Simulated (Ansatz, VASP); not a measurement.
# Two plane-wave programs on GdN

```
CELL_PARAMETERS angstrom
0.00000 2.50101 2.50101
2.50101 0.00000 2.50101
2.50101 2.50101 0.00000
ATOMIC_POSITIONS crystal
Gd 0.00000 0.00000 0.00000
N 0.50000 0.50000 0.50000
```

Alike in both runs: task single point; functional PBE; k mesh 10 × 10 × 10; occupations gaussian, width 0.05 eV; collinear spin; Hubbard terms Gd f U = 6.0 eV.

```csv
,VASP,Ansatz
version,VASP 6.6.1,Ansatz 0.2.0
potentials or method,"VASP PAW PBE potentials, release 64 (Gd, N), cutoff 520 eV","scalar-relativistic, plane waves, PAW"
valence electrons in the cell,23,23
```

```csv
,VASP,Ansatz,Ansatz less VASP
gap on the k mesh at the Fermi level (eV),none,none,-
pressure (GPa),0.3,0.0,-0.29
net moment per atom (μB),3.50,3.50,0.000
size of the moment on the site where the two differ most (μB),6.87,6.94,+0.064
```

Site moments also hang on the region over which each program counts them. The programs project onto different local orbitals, so the same U acts differently, and such runs can settle in different states. A gap of «none» marks a metal or a gap that the smearing closes. Ansatz's warnings: filled band counts differ across k points.

Spin-orbit coupling is off throughout.
